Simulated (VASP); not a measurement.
Here is a VASP 6.6.1 calculation.

The input POSCAR:

```
MoS2
1.0
    3.1690000000      0.0000000000      0.0000000000
   -1.5845000000     -2.7444345046      0.0000000000
    0.0000000000      0.0000000000    -19.1302960000
Mo S
1 2
Direct
    0.0000000000      1.0000000000      0.5000000000
    0.3333333334      0.6666666666      0.5818151481
    0.3333333334      0.6666666666      0.4181848519
```

The input INCAR.step1:

```
LDIPOL = True
IDIPOL = 3
DIPOL = 0.5 0.5 0.500
ISMEAR = 0
SIGMA = 0.03
LWAVE = True
LCHARG = True
ISIF = 0
NELM = 100
ALGO = Normal
PREC = Accurate
LASPH = True
LREAL = False
EDIFF = 1E-5
GGA_COMPAT = False
ENCUT = 440
EFERMI = MIDGAP
NELMDL = -8
GGA = PE
```

File INCAR.step2:

```
METAGGA = R2SCAN
LDIPOL = True
IDIPOL = 3
DIPOL = 0.5 0.5 0.500
ISMEAR = 0
SIGMA = 0.03
LWAVE = False
LCHARG = False
ISIF = 0
NELM = 100
ALGO = All
PREC = Accurate
LASPH = True
LREAL = False
EDIFF = 1E-6
GGA_COMPAT = False
ENCUT = 440
EFERMI = MIDGAP
NELMDL = -8
LMIXTAU = True
ISTART = 1
ISEARCH = 1
```

Contents of KPOINTS:

```
k-points
0
Gamma
  6 6 1
```

Potentials or basis: VASP PAW PBE potentials, release 64 (Mo_sv, S).

The run is started by

```bash
$ cat potpaw_PBE.64/Mo_sv/POTCAR potpaw_PBE.64/S/POTCAR > POTCAR
$ cp INCAR.step1 INCAR
$ mpirun -np 1 vasp_std > vasp.out
$ cp INCAR.step2 INCAR
$ mpirun -np 1 vasp_std > vasp.out
```

Task: Predict the band gap on the k mesh.

Result: 1.84 eV.

Task: Estimate the largest force.

Result: 0.150 eV/Å.

Forces on the atoms (eV/Å):
```
Mo   0.000  0.000  0.000
S    0.000  0.000  0.150
S    0.000  0.000 -0.150
```

Caveat: the PAW data sets were made with another functional, which shifts forces and pressure a little.
